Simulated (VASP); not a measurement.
Crystal: C.

```
C
1.0
     2.50320    0.00000    0.00000
    -1.25160    2.16783    0.00000
     0.00000    0.00000    4.16887
C
4
Cartesian
  0.0000 1.4452 0.0010
  1.2516 0.7226 2.0854
  0.0000 1.4452 1.5624
  1.2516 0.7226 3.6468
```

Base run:

- Program: VASP 6.6.1
- Functional: PBE
- Potentials or basis: VASP PAW PBE potentials, release 64 (C)
- Cutoff: 600 eV
- k mesh: 9 × 9 × 4
- Occupations: fermi-dirac, width 0.05 eV
- Spin: no spin polarisation

Its results: band gap on the k mesh 3.31 eV (least direct gap 4.99 eV); pressure 4.2 GPa; largest force 0.016 eV/Å.

Question: The run is repeated on the same cell with these changes: k mesh from 9 × 9 × 4, through Γ to 9 × 9 × 4, shifted; occupations from fermi-dirac, width 0.05 eV to gaussian, width 0.01 eV. What comes out?

Answer: Band gap on the k mesh 3.98 eV (least direct gap 5.38 eV); pressure 4.2 GPa; largest force 0.015 eV/Å.

Caveats: the cell stands under pressure; an odd mesh through Γ misses points on the zone boundary, where band edges can lie (at least some runs); a shifted mesh leaves out Γ, where band edges can lie (at least some runs).
